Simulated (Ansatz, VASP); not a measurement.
## KI: VASP beside Ansatz

```
CELL_PARAMETERS angstrom
0.00000 3.31986 3.41093
3.31986 0.00000 3.41093
3.31986 3.31986 0.00000
ATOMIC_POSITIONS crystal
K 0.95655 0.95655 0.04345
I 0.51339 0.51339 0.48661
```

Change from the starting cell: mode 6 frozen in at -0.296 Å, equal normal strain along x and y -0.0267.

Alike in both runs: task single point; functional LDA; k mesh 6 × 6 × 6; occupations gaussian, width 0.05 eV; no spin polarisation.

|  | VASP | Ansatz |
| --- | --- | --- |
| version | VASP 6.6.1 | Ansatz 0.2.0 |
| potentials or method | VASP PAW LDA potentials, release 64 (K_sv, I), cutoff 520 eV | scalar-relativistic, plane waves, PAW |
| valence electrons in the cell | 16 | 26 |

|  | VASP | Ansatz | Ansatz less VASP |
| --- | --- | --- | --- |
| gap on the k mesh at the Fermi level (eV) | 4.06 | 4.05 | -0.010 |
| least direct gap on the mesh (eV) | 4.06 | 4.05 | -0.010 |
| pressure (GPa) | 2.0 | 1.9 | -0.10 |
| traceless stress, the component that is largest in VASP (GPa) | 1.78 | 1.76 | -0.025 |
| rms of the force components (eV/Å) | 0.450 | 0.442 | -0.0078 |

LDA's correlation is that of Perdew and Zunger in VASP and of Perdew and Wang (1992) in Ansatz. Atom by atom the forces differ by 0.008 eV/Å (rms over components). VASP's potentials hold 16 valence electrons a cell and Ansatz's 26, so a difference there can come from the potentials and not from the codes.

Neither program's run includes spin-orbit coupling.
